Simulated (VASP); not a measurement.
Wanted: the native input for a VASP 6.6.1 run.

```yaml
Task: single point
Functional: PBE
Potentials_or_basis: VASP PAW PBE potentials, release 64 (W_sv, C)
Cutoff: 520 eV
k_mesh: 18 × 18 × 16
Occupations: gaussian, width 0.15 eV
Spin: no spin polarisation
Dipole_correction: no
Further_INCAR_settings: ALGO = Normal; EDIFF = 1e-07; NBANDS = 16
```

The structure of WC lies in POSCAR:

```
WC
1.0
    2.9005014360      0.0000000000      0.0000000000
   -1.4502507180      2.5119079273      0.0000000000
    0.0000000000      0.0000000000      2.8290000000
W C
1 1
Direct
   -0.0543819855     -0.0398103764      0.0000000000
    0.6666666667      0.3333333333      0.5000000000
```

This cell differs from its parent crystal: atom 1 (W) moved by (-0.100, -0.100) A along x and y.

These files were run (other wordings do the same):

INCAR

```
ALGO     = Normal         # electronic algorithm
EDIFF    = 1E-7           # SCF threshold, eV
ENCUT    = 520            # plane-wave cutoff, eV
GGA      = PE             # functional
ISIF     = 2              # what is computed and relaxed
ISMEAR   = 0              # smearing method
LASPH    = True           # aspherical terms in the spheres
LCHARG   = False          # write CHGCAR
LREAL    = False          # projectors in reciprocal space
LWAVE    = False          # write WAVECAR
NBANDS   = 16             # bands
NELM     = 100            # most SCF steps
PREC     = Accurate       # precision mode
SIGMA    = 0.15           # smearing width, eV
```

KPOINTS

```
k-points
0
Gamma
  18 18 16
```

Potentials or basis: VASP PAW PBE potentials, release 64 (W_sv, C).

Command:

```sh
$ cat potpaw_PBE.64/W_sv/POTCAR potpaw_PBE.64/C/POTCAR > POTCAR
$ mpirun -np 1 vasp_std > vasp.out
```

Results of the run:

```
Pressure               : 12.6 GPa
Largest force          : 2.113 eV/Å
Band gap on the k mesh : zero (band 9 reaches 12.02 eV, above the bottom of band 10 at 10.65 eV)
```

Caveat: the cell differs from its parent crystal (atom 1 (W) moved by (-0.100, -0.100) A along x and y); spin-orbit coupling is left out, which moves the levels of the heavy elements; forces of over 1 eV/Å act on the atoms, so gaps and moduli don't describe the material at rest.

Run time: 5.3 min on 1 thread of Intel(R) Xeon(R) Platinum 8259CL CPU @ 2.50GHz (Skylake/Cascade Lake), on a shared host, peak memory 0.56 GiB.
